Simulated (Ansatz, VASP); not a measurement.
# Na in VASP and in Ansatz

```
CELL_PARAMETERS angstrom
-2.15903 2.15903 2.15903
2.15903 -2.15903 2.15903
2.15903 2.15903 -2.15903
ATOMIC_POSITIONS crystal
Na 0.00000 0.00000 0.00000
```

Change from the starting cell: volume scaled by 1.06, crystal datasets.

Alike in both runs: task electric field gradients; functional PBE; k mesh 12 × 12 × 12; occupations fermi-dirac, width 0.05 eV; no spin polarisation.

|  | VASP | Ansatz |
| --- | --- | --- |
| version | VASP 6.6.1 | Ansatz 0.2.0 |
| potentials or method | VASP PAW PBE potentials, release 64 (Na_pv), cutoff 400 eV | all-electron PAW with datasets made for the crystal, scalar-relativistic |

|  | VASP | Ansatz | Ansatz less VASP |
| --- | --- | --- | --- |
| pressure (GPa) | -0.7 | -0.6 | +0.16 |

Ansatz ran all-electron here, and VASP with PAW potentials.
